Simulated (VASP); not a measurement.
Write the native input for VASP 6.6.1 that does the following.

- Task: single point
- Functional: PBEsol
- Potentials or basis: VASP PAW PBE potentials, release 64 (Be, S)
- Cutoff: 520 eV
- k mesh: 2 × 2 × 2, shifted
- Occupations: methfessel-paxton, width 0.05 eV
- Spin: no spin polarisation
- Dipole correction: no
- Further INCAR settings: LREAL = Auto; ALGO = Normal; EDIFF = 1e-06; NBANDS = 44

The structure of Be9S7 (a cell with a defect) lies in POSCAR:

```
Be9S7
1.0
    0.0000000000      4.8379960000      4.8379960000
    4.8379960000      0.0000000000      4.8379960000
    4.8379960000      4.8379960000      0.0000000000
Be S
9 7
Direct
    0.9997990000      0.0050810000      0.0165920000
    0.4851920000      0.4876270000      0.5051800000
    0.6220690000      0.6249790000      0.6377540000
    0.0159190000      0.9950650000      0.4966860000
    0.5051150000      0.4976340000      0.0068460000
    0.9919660000      0.4876250000      0.0378710000
    0.4956400000      0.9971090000      0.5079110000
    0.5031790000      0.9718290000      0.0096810000
    0.9882090000      0.4867450000      0.5182220000
    0.1173130000      0.1271700000      0.1292550000
    0.1275380000      0.1151700000      0.6246530000
    0.6301140000      0.6295880000      0.1216450000
    0.1458610000      0.6026010000      0.1135650000
    0.6244520000      0.1178720000      0.6172960000
    0.6118160000      0.1272930000      0.1296730000
    0.1196260000      0.6276790000      0.6216000000
```

One way to write it, as run:

INCAR

```
ALGO = Normal ; EDIFF = 1E-6
ENCUT = 520 ; GGA = PS
ISIF = 2 ; ISMEAR = 1
LASPH = T ; LCHARG = F
LREAL = Auto ; LWAVE = F
NBANDS = 44 ; NELM = 100
PREC = Accurate ; SIGMA = 0.05
```

KPOINTS

```
Automatic mesh
0
Gamma
  2 2 2
  0.5 0.5 0.5
```

Potentials or basis: VASP PAW PBE potentials, release 64 (Be, S).

Command:

```sh
$ cat potpaw_PBE.64/Be/POTCAR potpaw_PBE.64/S/POTCAR > POTCAR
$ mpirun -np 1 vasp_std > vasp.out
```

Results of the run:

The pressure is 1.5 GPa. The largest force is 2.402 eV/Å and the band gap on the k mesh is zero (band 30 reaches 5.89 eV, above the bottom of band 31 at 5.67 eV).

Caveat: the k points lie up to 0.56 Å⁻¹ apart; the PAW data sets were made with another functional, which shifts forces and pressure a little.

It took 6.5 min on 1 thread of Intel(R) Xeon(R) Platinum 8259CL CPU @ 2.50GHz (Skylake/Cascade Lake) (shared host), peak memory 0.41 GiB.
